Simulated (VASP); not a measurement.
Input of a VASP 6.6.1 run:

The input POSCAR:

```
CaB6
1.0
    4.1360723764      0.0000000000      0.0000000000
    0.0000000000      4.1360723764      0.0000000000
    0.0000000000      0.0000000000      4.1360723764
Ca B
1 6
Direct
    0.5000000000      0.5000000000      0.5000000000
    0.0000000000      0.0000000000      0.2982067326
    0.0000000000      0.0000000000      0.7017932674
    0.2982067326      0.0000000000      0.0000000000
    0.7017932674      0.0000000000      0.0000000000
    0.0000000000      0.2982067326      0.0000000000
    0.0000000000      0.7017932674      0.0000000000
```

Contents of INCAR.step1:

```
SYSTEM = CaB6
PREC = Accurate
ENCUT = 520
EDIFF = 1E-5
ISMEAR = -1
SIGMA = 0.02
LREAL = .FALSE.
LASPH = .TRUE.
NELM = 60
ALGO = Normal
ISIF = 2
LWAVE = .TRUE.
LCHARG = .FALSE.
GGA = PE
NBANDS = 23
```

INCAR.step2

```
SYSTEM = CaB6
PREC = Accurate
ENCUT = 520
EDIFF = 1E-7
ISMEAR = -1
SIGMA = 0.02
LREAL = .FALSE.
LASPH = .TRUE.
NELM = 60
ALGO = Normal
ISIF = 2
LWAVE = .FALSE.
LCHARG = .FALSE.
GGA = PE
LHFCALC = .TRUE.
HFSCREEN = 0.2079
PRECFOCK = Fast
ISTART = 1
NBANDS = 23
```

Contents of KPOINTS:

```
Automatic mesh
0
G
  4 4 4
  0 0 0
```

Potentials or basis: VASP PAW PBE potentials, release 64 (Ca_sv, B).

The run is started by

```console
$ cat potpaw_PBE.64/Ca_sv/POTCAR potpaw_PBE.64/B/POTCAR > POTCAR
$ cp INCAR.step1 INCAR
$ mpirun -np 1 vasp_std > vasp.out
$ cp INCAR.step2 INCAR
$ mpirun -np 1 vasp_std > vasp.out
```

Problem. What does it give for the band gap on the k mesh?

Solution. 0.36 eV.

Problem. Predict the pressure.

Solution. -0.1 GPa.

Forces on the atoms (eV/Å):
```
Ca   0.000  0.000  0.000
B    0.000  0.000 -0.257
B    0.000  0.000  0.257
B   -0.257  0.000  0.000
B    0.257  0.000  0.000
B    0.000 -0.257  0.000
B    0.000  0.257  0.000
```

Caveat: the PAW data sets were made with another functional, which shifts forces and pressure a little.

**What was measured.**

From “Bulk Band Gaps in Divalent Hexaborides”, 2001, arxiv:cond-mat/0107429, for a bulk crystal of CaB6: band gap 1.15 eV.

Measured gap of CaB6: 1.15 eV (“Bulk Band Gaps in Divalent Hexaborides”, 2001, arxiv:cond-mat/0107429). This calculation gives 0.36 eV (-0.79 eV). The value is that of HSE06 on a finite k mesh, which can miss the band edges, without temperature or zero-point motion.
